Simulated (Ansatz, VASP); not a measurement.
# Re: VASP beside Ansatz

```xyz
4
Lattice="2.7767 0.0000 0.0000 -1.3884 2.4047 0.0000 0.0000 0.0000 8.9505" Properties=species:S:1:pos:R:3 pbc="T T T"
Re    0.0000    0.0000    0.0000
Re    0.0000    1.6031    2.2376
Re    0.0000    0.0000    4.4753
Re    1.3884    0.8016    6.7129
```

Alike in both runs: task single point; functional PBE; k mesh 18 × 18 × 6; occupations gaussian, width 0.1 eV; non-collinear spin, spin-orbit coupling.

```csv
,VASP,Ansatz
version,VASP 6.6.1,Ansatz 0.2.0
potentials or method,"VASP PAW PBE potentials, release 64 (Re), cutoff 600 eV","plane waves, PAW"
valence electrons in the cell,28,60
```

Ansatz gave:

```
pressure (GPa)                                                : 0.6
traceless stress, the component that is largest in VASP (GPa) : -0.39
net moment per atom (μB)                                      : 0.00
```

Q: What did VASP give for the same quantities?

A: Pressure (GPa): 0.3; traceless stress, the component that is largest in VASP (GPa): -0.47; net moment per atom (μB): 0.00.

VASP's potentials hold 28 valence electrons a cell and Ansatz's 60, so a difference there can come from the potentials and not from the codes.
